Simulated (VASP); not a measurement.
TiO2 (Rutile), 6 atoms in the cell. Symmetry: P4_2/mnm, No. 136, tetragonal system. The conventional cell has a = 4.514 Å, b = 4.514 Å, c = 2.907 Å, α = 90.00°, β = 90.00°, γ = 90.00°. Within 2.5 Å of Ti (site symmetry mmm) lie 6 O at 1.91 to 1.95 Å. Within 2.5 Å of O (site symmetry m2m) lie 3 Ti at 1.91 to 1.95 Å and 1 O at 2.49 Å. 

| Item | Value |
| --- | --- |
| Program | VASP 6.6.1 |
| Task | single point |
| Functional | PBEsol |
| Potentials or basis | VASP PAW PBE potentials, release 64 (Ti_sv, O) |
| Cutoff | 600 eV |
| k mesh | 4 × 4 × 6 |
| Occupations | gaussian, width 0.01 eV |
| Spin | no spin polarisation |
| Dipole correction | no |
| Further INCAR settings | ALGO = Normal; EDIFF = 1e-06; NBANDS = 33 |

Potentials or basis: VASP PAW PBE potentials, release 64 (Ti_sv, O).

The run is started by

```console
$ cat potpaw_PBE.64/Ti_sv/POTCAR potpaw_PBE.64/O/POTCAR > POTCAR
$ mpirun -np 1 vasp_std > vasp.out
```

Hardware: 1 thread of Intel Xeon 6975P-C (shared host).

Task: Estimate the wall time of this run.

Result: Run time: 53 s on 1 thread of Intel Xeon 6975P-C (shared host), peak memory 0.2 GiB. Counts: scf iterations 15, k points 24.
